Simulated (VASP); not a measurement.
# IrF2 (P4_2/mnm) in VASP: notebook, part 2 of 2

VASP 6.6.1.

### 4 Relaxation of cell and atoms, PBE

This run uses another cell than the first one, of 12.27 Å³/atom.

Input file INCAR:

```
ALGO = Normal
EDIFF = 1E-6
EDIFFG = -0.04
ENCUT = 600
GGA = PE
IBRION = 2
ISIF = 3
ISMEAR = 0
LASPH = True
LCHARG = False
LREAL = False
LWAVE = False
NELM = 80
NSW = 90
PREC = Accurate
SIGMA = 0.1
```

Input file KPOINTS:

```
k-points
0
Gamma
  4 4 6
```

Input file POSCAR:

```
IrF2
1.0
    4.8534097692      0.0000000000      0.0000000000
    0.0000000000      4.8534097692      0.0000000000
    0.0000000000      0.0000000000      3.1260860921
Ir F
2 4
Direct
    0.0000000000      0.0000000000      0.0000000000
    0.5000000000      0.5000000000      0.5000000000
    0.3060000000      0.3060000000      0.0000000000
    0.1940000000      0.8060000000      0.5000000000
    0.6940000000      0.6940000000      0.0000000000
    0.8060000000      0.1940000000      0.5000000000
```

The run is started by

```console
$ cat potpaw_PBE.64/Ir/POTCAR potpaw_PBE.64/F/POTCAR > POTCAR
$ mpirun -np 1 vasp_std > vasp.out
```

Run time: 4.1 min. Hardware: 1 thread of Oxide Virtual Turin-like, shared host; peak memory 0.21 GiB.

Results (log left out):

```yaml
Free_energy: -27.4345 eV
Relaxed_volume: 13.59 Å³/atom
Relaxed_cell: a = 4.722 Å, b = 4.722 Å, c = 3.656 Å, α = 90.00°, β = 90.00°, γ = 90.00°
Space_group_after_relaxing_to_0.1_Å: P4_2/mnm (No. 136)
Energy_gained_by_relaxing: 179.6 meV/atom
Ionic_steps: 12
Pressure_after_relaxing: -0.1 GPa
Largest_force_after_relaxing: 0.018 eV/Å
Band_gap_on_the_k_mesh: zero (bands 23 and 24 overlap by 1.24 eV)
```

Forces in eV/Å, atoms in the order of the input:
```
Ir   0.000  0.000  0.000
Ir   0.000  0.000  0.000
F   -0.013 -0.013  0.000
F    0.013 -0.013  0.000
F    0.013  0.013  0.000
F   -0.013  0.013  0.000
```

Stress tensor (GPa, compression positive):
```
-0.04  0.00  0.00
 0.00 -0.04  0.00
 0.00  0.00 -0.32
```

The path:
```csv
step,energy change (eV),largest force (eV/Å),pressure (GPa),volume (Å³)
1,0.0000,0.5711,27.55,73.64
2,-0.3102,0.2385,-13.03,98.42
3,-0.9333,0.1132,-0.56,85.64
4,-0.9335,0.1063,-0.17,85.39
5,-0.9457,0.1063,-0.19,85.23
6,-0.9808,0.0940,-0.27,84.70
7,-1.0491,0.0240,-0.73,83.50
8,-0.9749,0.2099,-1.75,80.51
9,-1.0691,0.0079,-1.01,82.90
10,-1.0746,0.0322,-1.24,82.38
11,-1.0450,0.0488,4.01,78.76
12,-1.0775,0.0183,-0.14,81.53
```

Final structure:
```
Ir F
1.0
     4.72250    0.00000    0.00000
     0.00000    4.72250    0.00000
     0.00000    0.00000    3.65570
Ir F
2 4
Direct
  0.00000 0.00000 0.00000
  0.50000 0.50000 0.50000
  0.31352 0.31352 0.00000
  0.18648 0.81352 0.50000
  0.68648 0.68648 0.00000
  0.81352 0.18648 0.50000
```

Levels at points of the mesh, in eV from the Fermi level:
```
           k point  band 19  band 20  band 21  band 22  band 23  band 24  band 25  band 26  band 27
(0.00, 0.00, 0.00)    -1.51    -1.51    -1.23    -0.49    -0.30     0.15     1.19     1.19     2.04
(0.50, 0.00, 0.00)    -1.23    -1.23    -0.81    -0.81     0.71     0.71     1.00     1.00     2.84
(0.50, 0.50, 0.00)    -1.49    -1.49    -0.81    -0.81     0.15     0.15     1.17     1.17     4.37
(0.00, 0.00, 0.50)    -1.02    -1.02    -1.00    -1.00    -0.30    -0.30     0.86     0.86     4.14
(0.50, 0.00, 0.50)    -1.21    -1.21    -0.71    -0.71    -0.53    -0.53     1.42     1.42     5.16
(0.50, 0.50, 0.50)    -1.16    -1.16    -1.08    -1.08    -0.39    -0.39     0.90     0.90     5.17
```

Caveat: a cell axis changed by over 15 % at a fixed basis, so the end point is rough; spin-orbit coupling is left out, which moves the levels of the heavy elements.

### 5 Single point, PBE, collinear spin

This run uses another cell than the first one, of 12.27 Å³/atom.

Input file INCAR:

```
  ALGO = Normal
  EDIFF = 1E-6
  ENCUT = 520
  GGA = PE
  ISIF = 2
  ISMEAR = 0
  ISPIN = 2
  LASPH = T
  LCHARG = F
  LMAXMIX = 4
  LORBIT = 11
  LREAL = F
  LWAVE = F
  MAGMOM = 1 1 0 0 0 0
  NBANDS = 36
  NELM = 150
  PREC = Accurate
  SIGMA = 0.1
```

KPOINTS is that of step 4.

POSCAR is that of step 4.

The run is started by

```console
$ cat potpaw_PBE.64/Ir/POTCAR potpaw_PBE.64/F/POTCAR > POTCAR
$ mpirun -np 1 vasp_std > vasp.out
```

Run time: 63 s. Hardware: 1 thread of Oxide Virtual Turin-like, shared host; peak memory 0.22 GiB.

Results (log left out):

```
Free energy                                           : -26.3478 eV
Pressure                                              : 27.6 GPa
Largest force                                         : 0.572 eV/Å
Band gap on the k mesh                                : zero (filled and empty bands overlap)
Net moment                                            : 0.00 μB per cell
Valence electrons inside the program's atomic spheres : Ir 8.07; F 6.08
```

Forces in eV/Å, atoms in the order of the input:
```
Ir   0.000  0.000  0.000
Ir   0.000  0.000  0.000
F   -0.405 -0.405  0.000
F    0.405 -0.405  0.000
F    0.405  0.405  0.000
F   -0.405  0.405  0.000
```

Stress tensor (GPa, compression positive):
```
22.79  0.00  0.00
 0.00 22.79  0.00
 0.00  0.00 37.24
```

Levels at points of the mesh, in eV from the Fermi level:
Spin up:
```
           k point  band 21  band 22  band 23  band 24  band 25  band 26
(0.00, 0.00, 0.00)    -1.93    -0.88    -0.54    -0.52     1.36     1.36
(0.50, 0.00, 0.00)    -1.23    -1.23     0.54     0.54     1.12     1.12
(0.50, 0.50, 0.00)    -1.18    -1.18    -0.23    -0.23     1.35     1.35
(0.00, 0.00, 0.50)    -1.46    -1.46     0.48     0.48     0.53     0.53
(0.50, 0.00, 0.50)    -1.23    -1.23    -0.43    -0.43     1.73     1.73
(0.50, 0.50, 0.50)    -1.37    -1.37     0.44     0.44     0.68     0.68
```
Spin down:
| k point | band 19 | band 20 | band 21 | band 22 | band 23 | band 24 | band 25 | band 26 | band 27 | band 28 |
| --- | --- | --- | --- | --- | --- | --- | --- | --- | --- | --- |
| (0.00, 0.00, 0.00) | -1.95 | -1.93 | -1.93 | -0.88 | -0.54 | -0.52 | 1.36 | 1.36 | 2.13 | 6.06 |
| (0.50, 0.00, 0.00) | -1.66 | -1.66 | -1.23 | -1.23 | 0.54 | 0.54 | 1.12 | 1.12 | 2.15 | 2.15 |
| (0.50, 0.50, 0.00) | -1.91 | -1.91 | -1.18 | -1.18 | -0.23 | -0.23 | 1.35 | 1.35 | 4.18 | 4.18 |
| (0.00, 0.00, 0.50) | -1.68 | -1.68 | -1.46 | -1.46 | 0.48 | 0.48 | 0.53 | 0.53 | 5.25 | 5.25 |
| (0.50, 0.00, 0.50) | -1.45 | -1.45 | -1.23 | -1.23 | -0.43 | -0.43 | 1.74 | 1.74 | 6.12 | 6.12 |
| (0.50, 0.50, 0.50) | -1.78 | -1.78 | -1.37 | -1.37 | 0.44 | 0.44 | 0.68 | 0.68 | 6.10 | 6.10 |

Caveat: the stress differs along the axes, from 23 to 37 GPa; spin-orbit coupling is left out, which moves the levels of the heavy elements.

### 6 Overview

```tsv
task	spin	cell	k mesh	cutoff (eV)	gap on the mesh (eV)	pressure (GPa)	largest force (eV/Å)
single point	off	a = 4.703, b = 4.703, c = 3.678 Å, 6 atoms, atomic positions A	4 × 4 × 6	520	none	0.2	0.06
single point	off	a = 4.709, b = 4.709, c = 3.673 Å, 6 atoms, atomic positions B	8 × 8 × 10	520	none	0.1	0.05
relaxation of cell and atoms	off	relaxed from a = 4.853, b = 4.853, c = 3.126 Å, 6 atoms, atomic positions C	4 × 4 × 6	600	none	-0.1	0.02
single point	collinear	a = 4.853, b = 4.853, c = 3.126 Å, 6 atoms, atomic positions C	4 × 4 × 6	520	none	27.6	0.57
```

Alike in all rows: level PBE; potentials or basis VASP PAW PBE potentials, release 64 (Ir, F); smearing gaussian 0.1 eV.

Caveats: spin-orbit coupling is left out, which moves the levels of the heavy elements; a cell axis changed by over 15 % at a fixed basis, so the end point is rough (at least some runs); the stress differs along the axes, from 23 to 37 GPa (at least some runs).

Absolute energies hang on the potentials; compare differences alone.
